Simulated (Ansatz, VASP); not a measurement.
# BN in VASP and in Ansatz

```
CELL_PARAMETERS angstrom
0.01360 1.81300 1.81300
1.82660 0.00000 1.82660
1.81300 1.81300 0.01360
ATOMIC_POSITIONS crystal
B 0.00000 0.00000 0.00000
N 0.75000 0.75000 0.75000
```

Change from the starting cell: strain +0.0150 x Voigt [0, 0, 0, 0, 1, 0], atoms carried along.

Alike in both runs: task single point; functional PBE; k mesh 12 × 12 × 12; occupations gaussian, width 0.05 eV; no spin polarisation.

```csv
,VASP,Ansatz
version,VASP 6.6.1,Ansatz 0.2.0
potentials or method,"VASP PAW PBE potentials, release 64 (B, N), cutoff 520 eV","scalar-relativistic, plane waves, PAW"
valence electrons in the cell,8,8
```

VASP gave:

* gap on the k mesh at the Fermi level (eV): 4.41
* least direct gap on the mesh (eV): 8.55
* pressure (GPa): -0.1
* traceless stress, the component that is largest in VASP (GPa): -6.67
* rms of the force components (eV/Å): 0.013

Estimate Ansatz's values.

gap on the k mesh at the Fermi level (eV): 4.42; least direct gap on the mesh (eV): 8.56; pressure (GPa): -0.3; traceless stress, the component that is largest in VASP (GPa): -6.62; rms of the force components (eV/Å): 0.011.

Atom by atom the forces differ by 0.002 eV/Å (rms over components). The functional is the same, so the differences come from potentials, cutoffs and numerics.
